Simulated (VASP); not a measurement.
Here is a VASP 6.6.1 calculation.

INCAR

```
SYSTEM = Mg
ALGO = Normal ; EDIFF = 1E-6
EDIFFG = -0.005 ; ENCUT = 600
GGA = PE ; IBRION = 2
ISIF = 4 ; ISMEAR = -1
LASPH = .TRUE. ; LCHARG = .FALSE.
LREAL = .FALSE. ; LWAVE = .FALSE.
NELM = 100 ; NSW = 50
PREC = Accurate ; SIGMA = 0.05
```

File KPOINTS:

```
k-points
0
G
  8 8 5
  0 0 0
```

POSCAR

```
Mg
1.0
    4.5606165968      0.0000000000      0.0000000000
   -2.2803082984      3.9496098297      0.0000000000
    0.0000000000      0.0000000000      5.7459111690
Mg
4
Direct
    0.0000000000      0.0000000000      0.0000000000
    0.0000000000      0.0000000000      0.5000000000
    0.3333333333      0.6666666667      0.2500000000
    0.6666666667      0.3333333333      0.7500000000
```

Potentials or basis: VASP PAW PBE potentials, release 64 (Mg).

Launch:

```console
$ cat potpaw_PBE.64/Mg/POTCAR > POTCAR
$ mpirun -np 1 vasp_std > vasp.out
```

(1) Estimate the band gap on the k mesh.

Answers

(1) zero (bands 4 and 5 overlap by 3.88 eV).
